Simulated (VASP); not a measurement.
# GaBi2Sb3S (R3m) in VASP: a series of runs

GaBi2Sb3S is run at these levels: PBE; tasks: single point.

All numbers are computed with VASP 6.6.1; they aren't measurements. Logs are shortened: lines on timing, memory, paths and dates and some standing lists are left out, and cuts for length are marked.

### 1 The cell of the first run

It takes space group R3m (No. 160, trigonal). The conventional cell has a = 6.490 Å, b = 6.490 Å, c = 18.071 Å, α = 90.00°, β = 90.00°, γ = 120.00°. Ga (site symmetry 3m) has 1 S at 2.25 Å within 3.0 Å. Sb (site symmetry m) has 2 Bi at 3.00 to 3.03 Å and 4 Sb at 3.20 to 3.29 Å and 2 Ga at 3.33 Å and 1 S at 3.54 Å within 4.0 Å. Bi (site symmetry 3m) has 3 Sb at 3.03 Å and 3 Bi at 3.75 Å and 3 S at 3.80 Å within 4.0 Å. Bi (site symmetry 3m) has 3 Sb at 3.00 Å and 3 Bi at 3.75 Å and 3 S at 3.81 Å within 4.0 Å. Within 3.0 Å of S (site symmetry 3m) lie 1 Ga at 2.25 Å.

### 2 Single point, PBE

Contents of INCAR:

```
  ALGO = Normal
  EDIFF = 1E-6
  ENCUT = 500
  GGA = PE
  GGA_COMPAT = F
  ISIF = 2
  ISMEAR = 0
  LASPH = T
  LCHARG = F
  LREAL = F
  LWAVE = F
  NBANDS = 41
  NELM = 120
  PREC = Accurate
  SIGMA = 0.15
```

Contents of KPOINTS:

```
k-points
0
Gamma
  2 2 2
```

Contents of POSCAR:

```
GaBi2Sb3S
1.0
    3.2449228270      1.8734570696      6.0237171989
   -3.2449228270      1.8734570696      6.0237171989
    0.0000000000     -3.7469141334      6.0237172007
Ga Sb Bi S
1 3 2 1
Direct
    0.7356085094      0.7356085094      0.7356085094
    0.1912115399      0.6986263233      0.1912115399
    0.1912115399      0.1912115399      0.6986263233
    0.6986263233      0.1912115399      0.1912115399
    0.1598556748      0.1598556748      0.1598556748
    0.4889070449      0.4889070449      0.4889070449
    0.8599201278      0.8599201278      0.8599201278
```

Potentials or basis: VASP PAW PBE potentials, release 64 (Ga_d, Sb, Bi_d, S).

On the command line:

```bash
> cat potpaw_PBE.64/Ga_d/POTCAR potpaw_PBE.64/Sb/POTCAR potpaw_PBE.64/Bi_d/POTCAR potpaw_PBE.64/S/POTCAR > POTCAR
> mpirun -np 1 vasp_std > vasp.out
```

OUTCAR:

```text
EDIFF = 1E-6
   ENCUT = 500
   GGA = PE
   ISIF = 2
   ISMEAR = 0
   LASPH = T
   LREAL = F
   NELM = 120
   PREC = Accurate

 ion  position               nearest neighbor table
   1  0.736  0.736  0.736-   7 2.25   2 3.33   4 3.33   4 3.33   2 3.33   3 3.33   3 3.33
   2  0.191  0.699  0.191-   6 3.00   5 3.03   3 3.20   4 3.20   3 3.29   4 3.29   1 3.33   1 3.33

   3  0.191  0.191  0.699-   6 3.00   5 3.03   2 3.20   4 3.20   4 3.29   2 3.29   1 3.33   1 3.33

   4  0.699  0.191  0.191-   6 3.00   5 3.03   3 3.20   2 3.20   3 3.29   2 3.29   1 3.33   1 3.33

   5  0.160  0.160  0.160-   3 3.03   2 3.03   4 3.03   6 3.75   6 3.75   6 3.75
   6  0.489  0.489  0.489-   2 3.00   4 3.00   3 3.00   5 3.75   5 3.75   5 3.75
   7  0.860  0.860  0.860-   1 2.25

  LATTYP: Found a trigonal (rhomboedric) cell.
 ALAT       =     7.0939787452
 COS(alpha) =     0.5815351589

  Lattice vectors:

 A1 = (   3.2449228270,   1.8734570696,   6.0237171989)
 A2 = (  -3.2449228270,   1.8734570696,   6.0237171989)
 A3 = (   0.0000000000,  -3.7469141334,   6.0237172007)

Analysis of symmetry for initial positions (statically):
=====================================================================
 Subroutine PRICEL returns:
 Original cell was already a primitive cell.

 Routine SETGRP: Setting up the symmetry group for a
 trigonal (rhombohedral) supercell.

 Subroutine GETGRP returns: Found  6 space group operations
 (whereof  6 operations were pure point group operations)
 out of a pool of 12 trial point group operations.

The static configuration has the point symmetry C_3v.

Analysis of symmetry for dynamics (positions and initial velocities):
=====================================================================
 Subroutine PRICEL returns:
 Original cell was already a primitive cell.

 Routine SETGRP: Setting up the symmetry group for a
 trigonal (rhombohedral) supercell.

 Subroutine GETGRP returns: Found  6 space group operations
 (whereof  6 operations were pure point group operations)
 out of a pool of 12 trial point group operations.

The dynamic configuration has the point symmetry C_3v.

 Subroutine INISYM returns: Found  6 space group operations
 (whereof  6 operations are pure point group operations),
 and found     1 'primitive' translations

----------------------------------------------------------------------------------------

                                     Primitive cell

  volume of cell :     219.7171

  direct lattice vectors                    reciprocal lattice vectors
     3.244922827  1.873457070  6.023717199     0.154086869  0.088962096  0.055336816
    -3.244922827  1.873457070  6.023717199    -0.154086869  0.088962096  0.055336816
     0.000000000 -3.746914133  6.023717201     0.000000000 -0.177924191  0.055336817

  length of vectors
     7.093978745  7.093978745  7.093978745     0.186330838  0.186330838  0.186330838

  position of ions in fractional coordinates (direct lattice)
     0.735608509  0.735608509  0.735608509
     0.191211540  0.698626323  0.191211540
     0.191211540  0.191211540  0.698626323
     0.698626323  0.191211540  0.191211540
     0.159855675  0.159855675  0.159855675
     0.488907045  0.488907045  0.488907045
     0.859920128  0.859920128  0.859920128

  ion indices of the primitive-cell ions
   primitive index   ion index
                 1           1
                 2           2
                 3           3
                 4           4
                 5           5
                 6           6
                 7           7

----------------------------------------------------------------------------------------

 KPOINTS: k-points

Automatic generation of k-mesh.
 Grid dimensions read from file:
 generate k-points for:    2    2    2

 Generating k-lattice:

  Cartesian coordinates                     Fractional coordinates (reciprocal lattice)
     0.077043435  0.044481048  0.027668408     0.500000000  0.000000000  0.000000000
    -0.077043435  0.044481048  0.027668408     0.000000000  0.500000000  0.000000000
     0.000000000 -0.088962096  0.027668408     0.000000000  0.000000000  0.500000000

  Length of vectors
     0.093165419  0.093165419  0.093165419

  Shift w.r.t. Gamma in fractional coordinates (k-lattice)
     0.000000000  0.000000000  0.000000000

 Subroutine IBZKPT returns following result:
 ===========================================

 Found      4 irreducible k-points:

 Following reciprocal coordinates:
            Coordinates               Weight
  0.000000  0.000000  0.000000      1.000000
  0.500000  0.000000  0.000000      3.000000
  0.500000  0.500000  0.000000      3.000000
  0.500000  0.500000  0.500000      1.000000
   k-points           NKPTS =      4   k-points in BZ     NKDIM =      4   number of bands    NBANDS=     41
   number of dos      NEDOS =    301   number of ions     NIONS =      7
   total plane-waves  NPLWV = 157464
   dimension x,y,z NGX =    54 NGY =   54 NGZ =   54
   dimension x,y,z NGXF=   108 NGYF=  108 NGZF=  108
   ions per type =               1   3   2   1
   NGX,Y,Z   is equivalent  to a cutoff of  12.65, 12.65, 12.65 a.u.
   NGXF,Y,Z  is equivalent  to a cutoff of  25.31, 25.31, 25.31 a.u.
 SYSTEM =  unknown system
   PREC   = accura    normal or accurate (medium, high low for compatibility)
   ISTART =      0    job   : 0-new  1-cont  2-samecut
   ICHARG =      2    charge: 1-file 2-atom 10-const
   ISPIN  =      1    spin polarized calculation?
   LNONCOLLINEAR =      F non collinear calculations
   LSORBIT =      F    spin-orbit coupling
   LASPH  =      T    aspherical Exc in radial PAW
   ENCUT  =  500.0 eV  36.75 Ry    6.06 a.u.  12.93 12.93 12.93*2*pi/ulx,y,z
   NELM   =    120;   NELMIN=  2; NELMDL= -5     # of ELM steps
   EDIFF  = 0.1E-05   stopping-criterion for ELM
   LREAL  =      F    real-space projection
[... 7 lines left out ...]
   TEBEG  =    0.0;   TEEND  =   0.0 temperature during run
   PSTRESS=    0.0 pullay stress
   NELECT =      64.0000    total number of electrons
   NUPDOWN=      -1.0000    fix difference up-down
   EMIN   =  10.00;   EMAX   =-10.00  energy-range for DOS
   EFERMI =   0.00;   METHOD = LEGACY
   ISMEAR =     0;   SIGMA  =   0.15  broadening in eV -4-tet -1-fermi 0-gaus
   EFERMI_NEDOS =   21; number of points for ismear=-14 and -15
   IALGO  =     38    algorithm
   IMIX   =      4    mixing-type and parameters
     AMIX     =   0.40;   BMIX     =  1.00
     AMIX_MAG =   1.60;   BMIX_MAG =  1.00
  volume/ion in A,a.u.               =      31.39       211.82
  Fermi-wavevector in a.u.,A,eV,Ry     =   1.085209  2.050748 16.023299  1.177679
  Thomas-Fermi vector in A             =   2.221318
   LORBIT       =      0    0 simple, 1 ext, 2 COOP (PROOUT), +10 PAW based schemes
   GGA     = PE    functional components
   LHFCALC =     F    Hartree Fock is set to
   AEXX    =    0.0000 exact exchange contribution
   IVDW    =     0    specifies the selected vdW correction
   LEPSILON=     F    determine dielectric tensor
   LRPA    =     F    only Hartree local field effects (RPA)
 non-spin polarized calculation
 Gauss-broadening in eV      SIGMA  =   0.15
  energy-cutoff  :      500.00
  volume of cell :      219.72
 maximum number of plane-waves:      5594
 NGX is ok and might be reduce to    54
   NGX = 25   NGY = 25   NGZ = 25

 number of electron      64.0000009 magnetization

 Free energy of the ion-electron system (eV)
  ---------------------------------------------------
  ext. energy  EPLUGINS =         0.00000000
  ---------------------------------------------------
  free energy    TOTEN  =       -26.21447942 eV

  energy without entropy =      -26.18086439  energy(sigma->0) =      -26.19767190

 E-fermi :   5.3408     XC(G=0):  -9.2000

 val. band max:        5.3002873039   @ k =   0.5000   0.5000   0.0000
 cond. band min:       5.5636220384   @ k =   0.5000   0.5000   0.5000
 fundamental gap:      0.2633347346
 Fermi energy:         5.3408374214

 k-point     1 :       0.0000    0.0000    0.0000
  band No.  band energies     occupation
      1     -17.7872      2.00000
      2     -17.7872      2.00000
      3     -17.7711      2.00000
      4     -17.7711      2.00000
      5     -17.7649      2.00000
      6     -17.7460      2.00000
[... 33 lines left out ...]
     40       9.4250      0.00000
     41      10.4503      0.00000

 k-point     2 :       0.5000    0.0000    0.0000
  band No.  band energies     occupation
      1     -17.7938      2.00000
      2     -17.7894      2.00000
      3     -17.7731      2.00000
      4     -17.7714      2.00000
      5     -17.7676      2.00000
      6     -17.7433      2.00000
[... 33 lines left out ...]
     40       9.2018      0.00000
     41       9.2699      0.00000

 k-point     3 :       0.5000    0.5000    0.0000
  band No.  band energies     occupation
      1     -17.7938      2.00000
      2     -17.7895      2.00000
      3     -17.7730      2.00000
      4     -17.7715      2.00000
      5     -17.7675      2.00000
      6     -17.7433      2.00000
[... 33 lines left out ...]
     40       8.7694      0.00000
     41       9.1649      0.00000

 k-point     4 :       0.5000    0.5000    0.5000
  band No.  band energies     occupation
      1     -17.7872      2.00000
      2     -17.7872      2.00000
      3     -17.7711      2.00000
      4     -17.7711      2.00000
      5     -17.7646      2.00000
      6     -17.7460      2.00000
[... 33 lines left out ...]
     40       8.4254      0.00000
     41      10.3150      0.00000

------------------------ aborting loop because EDIFF is reached ----------------------------------------

  FORCE on cell =-STRESS in cart. coord.  units (eV):
  Direction    XX          YY          ZZ          XY          YZ          ZX
  --------------------------------------------------------------------------------------
  -------------------------------------------------------------------------------------
  Total       -0.0441725     -0.0441725      0.4890776      0.0000000      0.0000000      0.0000000
  in kB       -0.3221062     -0.3221062      3.5663538      0.0000000      0.0000000      0.0000000
  external PRESSURE =       0.9740471 kB  Pullay stress =       0.0000000 kB

 VOLUME and BASIS-vectors are now :
 -----------------------------------------------------------------------------
  energy-cutoff  :      500.00
  volume of cell :      219.72
      direct lattice vectors                 reciprocal lattice vectors
     3.244922827  1.873457070  6.023717199     0.154086869  0.088962096  0.055336816
    -3.244922827  1.873457070  6.023717199    -0.154086869  0.088962096  0.055336816
     0.000000000 -3.746914133  6.023717201     0.000000000 -0.177924191  0.055336817

 POSITION                                       TOTAL-FORCE (eV/Angst)
 -----------------------------------------------------------------------------------
      0.00000      0.00000     13.29329         0.000000      0.000000      0.013710
     -1.64652      0.95062      6.51194         0.028354     -0.016370     -0.022439
      0.00000     -1.90124      6.51194         0.000000      0.032740     -0.022439
      1.64652      0.95062      6.51194        -0.028354     -0.016370     -0.022439
      0.00000      0.00000      2.88878         0.000000      0.000000      0.031591
      0.00000      0.00000      8.83511         0.000000      0.000000      0.023376
      0.00000      0.00000     15.53975         0.000000     -0.000000     -0.001360
 -----------------------------------------------------------------------------------
    total drift:                               -0.000000      0.000000      0.000743

  FREE ENERGIE OF THE ION-ELECTRON SYSTEM (eV)
  ---------------------------------------------------
  free  energy   TOTEN  =       -26.2144794210 eV

  energy  without entropy=      -26.1808643857  energy(sigma->0) =      -26.19767190
```

Run time: 36 s. Hardware: 1 thread of AMD EPYC 9R45 (Zen 5), shared host; peak memory 0.38 GiB.

Results:

- Free energy: -26.2145 eV
- Pressure: 0.1 GPa
- Largest force: 0.040 eV/Å
- Band gap on the k mesh: zero (band 32 reaches 6.74 eV, above the bottom of band 33 at 5.30 eV)

Forces in eV/Å, atoms in the order of the input:
```
Ga   0.000  0.000  0.014
Sb   0.028 -0.016 -0.022
Sb   0.000  0.033 -0.022
Sb  -0.028 -0.016 -0.022
Bi   0.000  0.000  0.032
Bi   0.000  0.000  0.023
S    0.000  0.000 -0.001
```

Caveat: the k points lie up to 0.59 Å⁻¹ apart; spin-orbit coupling is left out, which moves the levels of the heavy elements.

### 3 Single point, PBE

This run uses another cell than the first one, of 30.34 Å³/atom, 0.967 times its volume.

Contents of INCAR:

```
PREC = Accurate ; ENCUT = 500
EDIFF = 1E-6 ; ISMEAR = 0
SIGMA = 0.1 ; LREAL = F
LASPH = T ; NELM = 120
ALGO = Normal ; ISIF = 2
LWAVE = F ; LCHARG = F
GGA = PE ; NBANDS = 41
GGA_COMPAT = F
```

Contents of KPOINTS:

```
regular mesh
0
Gamma
  3 3 3
```

Contents of POSCAR:

```
GaBi2Sb3S
1.0
    3.6116035969      2.0851603089      4.7000534678
   -3.6116035969      2.0851603089      4.7000534678
    0.0000000000     -4.1703206178      4.7000534678
Ga Sb Bi S
1 3 2 1
Direct
    0.3025393915      0.3025393915      0.3025393915
    0.8302516811      0.2762182457      0.8302516811
    0.2762182457      0.8302516811      0.8302516811
    0.8302516811      0.8302516811      0.2762182457
    0.7887725667      0.7887725667      0.7887725667
    0.5047689413      0.5047689413      0.5047689413
    0.1418567327      0.1418567327      0.1418567327
```

Potentials or basis: VASP PAW PBE potentials, release 64 (Ga_d, Sb, Bi_d, S).

On the command line:

```bash
> cat potpaw_PBE.64/Ga_d/POTCAR potpaw_PBE.64/Sb/POTCAR potpaw_PBE.64/Bi_d/POTCAR potpaw_PBE.64/S/POTCAR > POTCAR
> mpirun -np 1 vasp_std > vasp.out
```

It took 31 s on 1 thread of AMD EPYC 9R45 (Zen 5), shared host; peak memory 0.31 GiB.

The run converged. Its results:

| Item | Value |
| --- | --- |
| Free energy | -25.8411 eV |
| Pressure | 0.0 GPa |
| Largest force | 0.022 eV/Å |
| Band gap on the k mesh | zero (band 32 reaches 6.22 eV, above the bottom of band 33 at 5.54 eV) |

Forces in eV/Å, atoms in the order of the input:
```
Ga   0.000  0.000  0.020
Sb  -0.002  0.001  0.005
Sb   0.002  0.001  0.005
Sb   0.000 -0.003  0.005
Bi   0.000  0.000 -0.002
Bi   0.000  0.000 -0.012
S    0.000  0.000 -0.022
```

Stress tensor (GPa, compression positive):
```
 0.14  0.00  0.00
 0.00  0.14  0.00
 0.00  0.00 -0.16
```

Levels at points of the mesh, in eV from the Fermi level:
```csv
k point,band 29,band 30,band 31,band 32,band 33,band 34,band 35,band 36
"(0.00, 0.00, 0.00)",-1.81,-1.81,-0.08,-0.08,1.11,1.79,2.02,3.39
```

Caveat: the k points lie up to 0.37 Å⁻¹ apart; spin-orbit coupling is left out, which moves the levels of the heavy elements.

### 4 Single point, PBE

Contents of INCAR:

```
SYSTEM = GaBi2Sb3S
PREC = Accurate ; ENCUT = 500
EDIFF = 1E-6 ; ISMEAR = 0
SIGMA = 0.1 ; LREAL = .FALSE.
LASPH = .TRUE. ; NELM = 120
ALGO = Normal ; ISIF = 2
LWAVE = .FALSE. ; LCHARG = .TRUE.
GGA = PE ; LELF = .TRUE.
LVHAR = .TRUE. ; NBANDS = 41
GGA_COMPAT = .FALSE.
```

Contents of KPOINTS:

```
regular mesh
0
G
  3 3 3
  0 0 0
```

Contents of POSCAR:

```
GaBi2Sb3S
1.0
    3.2449228270      1.8734570676      6.0237171995
   -3.2449228270      1.8734570676      6.0237171995
    0.0000000000     -3.7469141353      6.0237171995
Ga Sb Bi S
1 3 2 1
Direct
    0.2643914906      0.2643914906      0.2643914906
    0.8087884601      0.3013736767      0.8087884601
    0.3013736767      0.8087884601      0.8087884601
    0.8087884601      0.8087884601      0.3013736767
    0.8401443252      0.8401443252      0.8401443252
    0.5110929551      0.5110929551      0.5110929551
    0.1400798722      0.1400798722      0.1400798722
```

On the command line:

```bash
> cat potpaw_PBE.64/Ga_d/POTCAR potpaw_PBE.64/Sb/POTCAR potpaw_PBE.64/Bi_d/POTCAR potpaw_PBE.64/S/POTCAR > POTCAR
> mpirun -np 1 vasp_std > vasp.out
```

Wall time 47 s (1 thread of AMD EPYC 9R45 (Zen 5), shared host); peak memory 0.39 GiB.

Results (log left out):

```yaml
Free_energy: -25.2143 eV
Pressure: 0.9 GPa
Largest_force: 0.888 eV/Å
Band_gap_on_the_k_mesh: zero (band 32 reaches 6.74 eV, above the bottom of band 33 at 5.45 eV)
```

Forces on the atoms (eV/Å):
```
Ga   0.000  0.000  0.551
Sb  -0.099  0.057  0.308
Sb   0.099  0.057  0.308
Sb   0.000 -0.114  0.308
Bi   0.000  0.000 -0.541
Bi   0.000  0.000 -0.888
S    0.000  0.000 -0.046
```

Stress tensor (GPa, compression positive):
```
0.71 0.00 0.00
0.00 0.71 0.00
0.00 0.00 1.33
```

Levels at points of the mesh, in eV from the Fermi level:
| k point | band 30 | band 31 | band 32 | band 33 | band 34 | band 35 |
| --- | --- | --- | --- | --- | --- | --- |
| (0.00, 0.00, 0.00) | -2.06 | -0.87 | 1.25 | 1.25 | 1.25 | 2.19 |

Caveat: the k points lie up to 0.39 Å⁻¹ apart; spin-orbit coupling is left out, which moves the levels of the heavy elements.

### 5 Overview

```csv
cell,k mesh,smearing,gap on the mesh (eV),pressure (GPa),largest force (eV/Å)
"a = 7.094 Å, angles 54.4°, 7 atoms",2 × 2 × 2,gaussian 0.15 eV,none,0.1,0.04
"a = 6.283 Å, angles 70.2°, 7 atoms",3 × 3 × 3,gaussian 0.1 eV,none,0.0,0.02
"a = 7.094 Å, angles 54.4°, 7 atoms",3 × 3 × 3,gaussian 0.1 eV,none,0.9,0.89
```

Alike in all rows: task single point; level PBE; potentials or basis VASP PAW PBE potentials, release 64 (Ga_d, Sb, Bi_d, S); no spin polarisation; cutoff (eV) 500.

Caveats: all runs use coarse meshes; spin-orbit coupling is left out, which moves the levels of the heavy elements.

Total energies depend on the potentials used, so only differences within one code and one set of settings carry meaning.
